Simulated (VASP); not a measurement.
# GeCl3 (P1) in VASP: relaxation of cell and atoms with PBE

Aim: the relaxation of cell and atoms of GeCl3 with PBE.

Everything below comes from runs of VASP 6.6.1. Logs are shortened: lines on timing, memory, paths and dates and some standing lists are left out, and cuts for length are marked.

**1. The cell of the first run**

The typed cell holds 8 atoms: a = 4.500 Å, b = 5.579 Å, c = 11.123 Å, α = 90.75°, β = 90.72°, γ = 90.00°.

**2. Relaxation of cell and atoms, PBE**

File INCAR:

```
SYSTEM = GeCl3
PREC = Accurate ; ENCUT = 600
EDIFF = 1E-7 ; ISMEAR = 0
SIGMA = 0.1 ; LREAL = .FALSE.
LASPH = .TRUE. ; NELM = 60
ALGO = Normal ; ISIF = 3
LWAVE = .FALSE. ; LCHARG = .FALSE.
GGA = PE ; IBRION = 2
NSW = 90 ; EDIFFG = -0.04
```

File KPOINTS:

```
Automatic mesh
0
G
  4 4 2
  0 0 0
```

File POSCAR:

```
GeCl3
1.0
    4.4997023920      0.0000000000      0.0000000000
   -0.0003248783      5.5787718515      0.0000000000
   -0.1396067240     -0.1463775712     11.1207780614
Ge Cl
2 6
Direct
    0.5062860633      0.4542399425      0.6952085621
    0.4962186720      0.5459022692      0.1909859338
    0.4991441982      0.2641682213      0.5219603990
    0.4925085006      0.7413588085      0.0219137857
    0.5072441468      0.1727920932      0.8298406635
    0.5018366048      0.8220189858      0.3319130693
    0.9925315879      0.6250177700      0.7080255315
    0.0042302263      0.3745019095      0.2001520550
```

Potentials or basis: VASP PAW PBE potentials, release 64 (Ge_d, Cl).

The run is started by

```sh
$ cat potpaw_PBE.64/Ge_d/POTCAR potpaw_PBE.64/Cl/POTCAR > POTCAR
$ mpirun -np 1 vasp_std > vasp.out
```

OUTCAR:

```text
SYSTEM = GeCl3
   PREC = Accurate
   ENCUT = 600
   EDIFF = 1E-7
   ISMEAR = 0
   LREAL = .FALSE.
   LASPH = .TRUE.
   NELM = 60
   ISIF = 3
   GGA = PE
   IBRION = 2
   NSW = 90
   EDIFFG = -0.04

 ion  position               nearest neighbor table
   1  0.506  0.454  0.695-   5 2.18   3 2.19   7 2.39   7 2.51
   2  0.496  0.546  0.191-   6 2.18   4 2.19   8 2.42   8 2.48
   3  0.499  0.264  0.522-   1 2.19
   4  0.493  0.741  0.022-   2 2.19
   5  0.507  0.173  0.830-   1 2.18
   6  0.502  0.822  0.332-   2 2.18
   7  0.993  0.625  0.708-   1 2.39   1 2.51
   8  0.004  0.375  0.200-   2 2.42   2 2.48

  LATTYP: Found a triclinic cell.
 ALAT       =    12.3774873525
 B/A-ratio  =     0.4507192536
 C/A-ratio  =     0.3635392438
 COS(alpha) =     0.0000582347
 COS(beta)  =     0.0113053319
 COS(gamma) =     0.4388937969

  Lattice vectors:

 A1 = (  -0.1399316023,   5.4323942803,  11.1207780614)
 A2 = (  -0.0003248783,   5.5787718515,   0.0000000000)
 A3 = (  -4.4997023920,   0.0000000000,   0.0000000000)

Analysis of symmetry for initial positions (statically):
=====================================================================
 Subroutine PRICEL returns:
 Original cell was already a primitive cell.

 Routine SETGRP: Setting up the symmetry group for a
 triclinic supercell.

 Subroutine GETGRP returns: Found  1 space group operations
 (whereof  1 operations were pure point group operations)
 out of a pool of  2 trial point group operations.

The static configuration has the point symmetry C_1 .

Analysis of symmetry for dynamics (positions and initial velocities):
=====================================================================
 Subroutine PRICEL returns:
 Original cell was already a primitive cell.

 Routine SETGRP: Setting up the symmetry group for a
 triclinic supercell.

 Subroutine GETGRP returns: Found  1 space group operations
 (whereof  1 operations were pure point group operations)
 out of a pool of  2 trial point group operations.

The dynamic configuration has the point symmetry C_1 .

 Subroutine INISYM returns: Found  1 space group operations
 (whereof  1 operations are pure point group operations),
 and found     1 'primitive' translations

----------------------------------------------------------------------------------------

[... 99 lines left out ...]
   EDIFF  = 0.1E-06   stopping-criterion for ELM
   LREAL  =      F    real-space projection
   EDIFFG = -.4E-01   stopping-criterion for IOM
   NSW    =     90    number of steps for IOM
   IBRION =      2    ionic relax: 0-MD 1-quasi-New 2-CG
   NFREE  =      1    steps in history (QN), initial steepest desc. (CG)
   ISIF   =      3    stress and relaxation
   ISYM   =      2    0-nonsym 1-usesym 2-fastsym
   POTIM  = 0.5000    time-step for ionic-motion
   TEBEG  =    0.0;   TEEND  =   0.0 temperature during run
   PSTRESS=    0.0 pullay stress
   NELECT =      70.0000    total number of electrons
   NUPDOWN=      -1.0000    fix difference up-down
   EMIN   =  10.00;   EMAX   =-10.00  energy-range for DOS
   EFERMI =   0.00;   METHOD = LEGACY
   ISMEAR =     0;   SIGMA  =   0.10  broadening in eV -4-tet -1-fermi 0-gaus
   EFERMI_NEDOS =   21; number of points for ismear=-14 and -15
   IALGO  =     38    algorithm
   IMIX   =      4    mixing-type and parameters
     AMIX     =   0.40;   BMIX     =  1.00
     AMIX_MAG =   1.60;   BMIX_MAG =  1.00
  volume/ion in A,a.u.               =      34.90       235.49
  Fermi-wavevector in a.u.,A,eV,Ry     =   1.032337  1.950835 14.500007  1.065720
  Thomas-Fermi vector in A             =   2.166530
   LORBIT       =      0    0 simple, 1 ext, 2 COOP (PROOUT), +10 PAW based schemes
   GGA     = PE    functional components
   LHFCALC =     F    Hartree Fock is set to
   AEXX    =    0.0000 exact exchange contribution
   IVDW    =     0    specifies the selected vdW correction
   LEPSILON=     F    determine dielectric tensor
   LRPA    =     F    only Hartree local field effects (RPA)
 conjugate gradient relaxation of ions
 non-spin polarized calculation
 Gauss-broadening in eV      SIGMA  =   0.10
  energy-cutoff  :      600.00
  volume of cell :      279.16
 maximum number of plane-waves:      9378
   NGX = 17   NGY = 23   NGZ = 45

--------------------------------------- Ionic step        1  -------------------------------------------

 number of electron      70.0000003 magnetization

 Free energy of the ion-electron system (eV)
  ---------------------------------------------------
  ext. energy  EPLUGINS =         0.00000000
  ---------------------------------------------------
  free energy    TOTEN  =       -25.76053133 eV

  energy without entropy =      -25.73526315  energy(sigma->0) =      -25.74789724

------------------------ aborting loop because EDIFF is reached ----------------------------------------

  FORCE on cell =-STRESS in cart. coord.  units (eV):
  Direction    XX          YY          ZZ          XY          YZ          ZX
  --------------------------------------------------------------------------------------
  -------------------------------------------------------------------------------------
  Total       -0.0721322      0.6464836      0.7168008      0.1387904     -0.0412008      0.0138404
  in kB       -0.4139824      3.7103127      4.1138789      0.7965491     -0.2364603      0.0794331
  external PRESSURE =       2.4700697 kB  Pullay stress =       0.0000000 kB
[... 107 lines left out ...]
  FREE ENERGIE OF THE ION-ELECTRON SYSTEM (eV)
  ---------------------------------------------------
  free  energy   TOTEN  =       -25.7681073651 eV

  energy  without entropy=      -25.7423254838  energy(sigma->0) =      -25.75521642

[... ionic steps 4 to 21 ...]

--------------------------------------- Ionic step       22  -------------------------------------------

 number of electron      70.0000012 magnetization

------------------------ aborting loop because EDIFF is reached ----------------------------------------
[... 79 lines left out ...]
--------------------------------------- Ionic step       24  -------------------------------------------

 number of electron      70.0000009 magnetization

 Free energy of the ion-electron system (eV)
  ---------------------------------------------------
  ext. energy  EPLUGINS =         0.00000000
  ---------------------------------------------------
  free energy    TOTEN  =       -25.79842306 eV

  energy without entropy =      -25.76875904  energy(sigma->0) =      -25.78359105

 E-fermi :  -0.8981     XC(G=0):  -6.6276

 val. band max:       -0.9029804821   @ k =  -0.2500   0.2500   0.5000
 cond. band min:      -0.8956385221   @ k =   0.2500   0.2500   0.5000
 fundamental gap:      0.0073419600
 Fermi energy:        -0.8981425539

 k-point     1 :       0.0000    0.0000    0.0000
  band No.  band energies     occupation
      1     -25.8647      2.00000
      2     -25.8618      2.00000
      3     -25.8213      2.00000
      4     -25.8183      2.00000
      5     -25.8164      2.00000
      6     -25.8139      2.00000
[... 924 lines left out ...]
  FREE ENERGIE OF THE ION-ELECTRON SYSTEM (eV)
  ---------------------------------------------------
  free  energy   TOTEN  =       -25.7984230613 eV

  energy  without entropy=      -25.7687590356  energy(sigma->0) =      -25.78359105

 reached required accuracy - stopping structural energy minimisation
```

OSZICAR:

```text
N       E                     dE             d eps       ncg     rms          rms(c)
DAV:   1     0.825456578195E+03    0.82546E+03   -0.33548E+04  2200   0.252E+03
[... 286 lines left out ...]
DAV:   3    -0.257984440887E+02    0.70918E-05   -0.24437E-04  2406   0.635E-02    0.444E-02
DAV:   4    -0.257984300372E+02    0.14052E-04   -0.19605E-04  2246   0.360E-02    0.214E-02
DAV:   5    -0.257984219947E+02    0.80424E-05   -0.30112E-05  2332   0.334E-02    0.803E-03
DAV:   6    -0.257984224925E+02   -0.49777E-06   -0.33344E-06  2028   0.104E-02    0.369E-03
DAV:   7    -0.257984227465E+02   -0.25403E-06   -0.29422E-07  1620   0.455E-03    0.199E-03
DAV:   8    -0.257984230326E+02   -0.28601E-06   -0.19100E-07  1086   0.266E-03    0.537E-04
DAV:   9    -0.257984230613E+02   -0.28702E-07   -0.33497E-08   870   0.146E-03
  24 F= -.25798423E+02 E0= -.25783591E+02  d E =-.380092E-03
```

It took 58 min on 1 thread of Intel Xeon 6975P-C (Granite Rapids), shared host; peak memory 0.58 GiB.

Results:

```
Free energy                           : -25.7984 eV
Relaxed volume                        : 37.96 Å³/atom
Relaxed cell                          : a = 4.480 Å, b = 5.816 Å, c = 11.656 Å, α = 90.86°, β = 90.65°, γ = 89.76°
Space group after relaxing (to 0.1 Å) : P1 (No. 1)
Energy gained by relaxing             : 4.7 meV/atom
Ionic steps                           : 24
Pressure after relaxing               : 0.0 GPa
Largest force after relaxing          : 0.038 eV/Å
Band gap on the k mesh                : zero (bands 35 and 36 overlap by 2.58 eV)
```

Forces on the atoms (eV/Å):
```
Ge  -0.011  0.008  0.032
Ge   0.005 -0.036 -0.003
Cl   0.000 -0.038  0.005
Cl   0.002  0.036  0.005
Cl   0.000 -0.005 -0.026
Cl   0.002  0.036  0.009
Cl   0.011 -0.015 -0.011
Cl  -0.010  0.015 -0.011
```

Step by step:
| step | energy change (eV) | largest force (eV/Å) | pressure (GPa) | volume (Å³) |
| --- | --- | --- | --- | --- |
| 1 | 0.0000 | 0.1164 | 0.25 | 279.16 |
| 2 | -0.0057 | 0.1456 | 0.05 | 281.34 |
| 3 | -0.0076 | 0.2382 | -0.17 | 283.86 |
| 4 | -0.0103 | 0.2227 | -0.17 | 284.46 |
| 5 | -0.0169 | 0.1814 | -0.14 | 286.27 |
| 6 | -0.0239 | 0.1261 | -0.05 | 289.89 |
| 7 | -0.0243 | 0.1192 | -0.02 | 291.04 |
| 8 | -0.0259 | 0.0986 | 0.02 | 291.12 |
| 9 | -0.0275 | 0.1225 | 0.13 | 291.30 |
| 10 | -0.0288 | 0.1000 | 0.11 | 291.87 |
| 11 | -0.0312 | 0.1222 | 0.05 | 293.58 |
| 12 | -0.0294 | 0.3366 | -0.05 | 297.02 |
| 13 | -0.0316 | 0.1802 | 0.02 | 294.63 |
| 14 | -0.0330 | 0.1398 | 0.04 | 295.38 |
| 15 | -0.0341 | 0.0747 | 0.08 | 296.67 |
| 16 | -0.0341 | 0.0671 | 0.08 | 296.85 |
| 17 | -0.0348 | 0.0477 | 0.05 | 297.71 |
| 18 | -0.0353 | 0.0741 | -0.01 | 299.40 |
| 19 | -0.0360 | 0.0607 | -0.02 | 300.01 |
| 20 | -0.0372 | 0.0428 | -0.03 | 301.85 |
| 21 | -0.0367 | 0.1111 | -0.05 | 305.52 |
| 22 | -0.0375 | 0.0696 | -0.04 | 303.35 |
| 23 | -0.0379 | 0.0534 | 0.03 | 303.76 |
| 24 | -0.0379 | 0.0385 | 0.02 | 303.68 |

Final structure:
```
CELL_PARAMETERS angstrom
4.48000 0.01017 0.00158
0.01098 5.81641 -0.00545
-0.13565 -0.16382 11.65442
ATOMIC_POSITIONS crystal
Ge 0.50159 0.44534 0.69382
Ge 0.49905 0.55468 0.18998
Cl 0.49741 0.26363 0.52856
Cl 0.49297 0.74087 0.02865
Cl 0.50648 0.18306 0.82617
Cl 0.50147 0.81313 0.32752
Cl 0.99978 0.61215 0.70639
Cl 0.00125 0.38715 0.19891
```
